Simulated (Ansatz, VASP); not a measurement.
# One calculation of Si6CO, two programs

File INCAR:

```
PREC = Accurate
ENCUT = 520
EDIFF = 1E-6
ISMEAR = 0
SIGMA = 0.05
LREAL = False
LASPH = True
NELM = 120
ALGO = Normal
ISIF = 2
LWAVE = False
LCHARG = False
LDIPOL = True
IDIPOL = 3
DIPOL = 0.5 0.5 0.321
GGA = PE
IVDW = 12
NBANDS = 27
GGA_COMPAT = False
NELMDL = -8
```

Contents of KPOINTS:

```
regular mesh
0
Gamma
  7 5 1
```

File POSCAR:

```
Si6CO
1.0
    3.8333442603      0.0000000000      0.0000000000
    0.0000000000      5.4211674422      0.0000000000
    0.0000000000      0.0000000000     22.5377548805
Si O C
6 1 1
Direct
    0.5000000000      0.0000000000      0.1774799673
    0.0000000000      0.2500000000      0.1774799673
    0.0000000000      0.5038841205      0.2602884661
    0.5000000000      0.7461158795      0.2602884661
    0.5000000000      0.0086034179      0.3411056213
    0.0000000000      0.2413965821      0.3411056213
    0.8333333333      0.0086034179      0.4786525960
    0.8333333333      0.0086034179      0.5296780866
```

Input for Ansatz:

```yaml
crystal:
  lattice:
    - [3.8333442603, 0.0, 0.0]
    - [0.0, 5.4211674422, 0.0]
    - [0.0, 0.0, 22.5377548805]
  atoms:
    - { symbol: Si, position: [0.5, 0.0, 0.1774799673] }
    - { symbol: Si, position: [0.0, 0.25, 0.1774799673] }
    - { symbol: Si, position: [0.0, 0.5038841205, 0.2602884661] }
    - { symbol: Si, position: [0.5, 0.7461158795, 0.2602884661] }
    - { symbol: Si, position: [0.5, 0.0086034179, 0.3411056213] }
    - { symbol: Si, position: [0.0, 0.2413965821, 0.3411056213] }
    - { symbol: O, position: [0.8333333333, 0.0086034179, 0.478652596] }
    - { symbol: C, position: [0.8333333333, 0.0086034179, 0.5296780866] }
basis:
  ecutwfc: 420
kpoints:
  mp_grid: { grid: [7, 5, 1] }
hamiltonian:
  xc: pbe
  pseudopotentials: { kind: paw, azcp: { folder: soft_1 } }
  dispersion: d3bj
scf:
  occupations: { method: gaussian, width: 0.05 }
output:
  forces: true
  eigenvalues: true
efield:
  axis: 3
  dipole_correction: true
  ramp_width: 0.04
```

Alike in both runs: task single point; functional PBE; dispersion D3(BJ); k mesh 7 × 5 × 1; occupations gaussian, width 0.05 eV; no spin polarisation.

|  | VASP | Ansatz |
| --- | --- | --- |
| version | VASP 6.6.1 | Ansatz 0.2.0 |
| potentials or method | VASP PAW PBE potentials, release 64 (Si, O, C), cutoff 520 eV | scalar-relativistic, plane waves, PAW |
| valence electrons in the cell | 34 | 34 |

```csv
,VASP,Ansatz,Ansatz less VASP
gap on the k mesh at the Fermi level (eV),none,none,-
rms of the force components (eV/Å),0.266,0.473,+0.2065
```

Atom by atom the forces differ by 0.235 eV/Å (rms over components). A gap of «none» marks a metal or a gap that the smearing closes. One of these differences is far larger than is usual between the two programs; its cause wasn't traced.

Noted on VASP's run: the standard files for N, O and F lose accuracy on very short bonds.
